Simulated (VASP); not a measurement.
## Au: single point with PBE

Au:

```
Au
1.0
     0.00000    2.03624    2.03624
     2.03624    0.00000    2.03624
     2.03624    2.03624    0.00000
Au
1
Direct
  0.00000 0.00000 0.00000
```

| Quantity | Value |
| --- | --- |
| Program | VASP 6.6.1 |
| Task | single point |
| Functional | PBE |
| Potentials or basis | VASP PAW PBE potentials, release 64 (Au) |
| Cutoff | 520 eV |
| k mesh | 12 × 12 × 12 |
| Occupations | fermi-dirac, width 0.06 eV |
| Spin | no spin polarisation |
| Dipole correction | no |
| Further INCAR settings | ALGO = Normal; EDIFF = 1e-06; NBANDS = 12 |

```json
{
  "Pressure": "10.1 GPa"
}
```

Levels at points of the mesh, in eV from the Fermi level:
| k point | band 3 | band 4 | band 5 | band 6 | band 7 | band 8 | band 9 | band 10 |
| --- | --- | --- | --- | --- | --- | --- | --- | --- |
| (0.00, 0.00, 0.00) | -4.69 | -4.69 | -3.15 | -3.15 | 14.56 | 18.62 | 18.62 | 18.62 |
| (0.50, 0.00, 0.00) | -4.73 | -1.93 | -1.93 | -0.95 | 3.17 | 14.02 | 17.26 | 17.26 |
| (0.50, 0.50, 0.00) | -1.98 | -1.60 | -1.60 | 1.05 | 5.90 | 10.09 | 10.09 | 17.37 |

Run time: 5.1 s on 1 thread of Intel Xeon 6975P-C (shared host), peak memory 0.15 GiB.

Caveat: spin-orbit coupling is left out, which moves the levels of the heavy elements.
